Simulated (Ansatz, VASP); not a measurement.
## One calculation of C, two programs

```
C
1.0
     2.45645    0.00000    0.00000
     1.22812    2.12742    0.00000
     0.00000    0.00000   20.50348
C
4
Direct
  0.15746 0.15746 0.41456
  0.49081 0.49081 0.41460
  0.48159 0.48159 0.58540
  0.81494 0.81494 0.58544
```

Alike in both runs: task single point; functional PBE; dispersion D3(BJ); k mesh 48 × 48 × 1; occupations gaussian, width 0.05 eV; no spin polarisation.

|  | VASP | Ansatz |
| --- | --- | --- |
| version | VASP 6.6.1 | Ansatz 0.2.0 |
| potentials or method | VASP PAW PBE potentials, release 64 (C), cutoff 520 eV | scalar-relativistic, plane waves, PAW |
| valence electrons in the cell | 16 | 16 |

|  | VASP | Ansatz | Ansatz less VASP |
| --- | --- | --- | --- |
| rms of the force components (eV/Å) | 0.008 | 0.008 | +0.0001 |

Atom by atom the forces differ by 0.000 eV/Å (rms over components). Ansatz's warnings: published levels not confirmed.
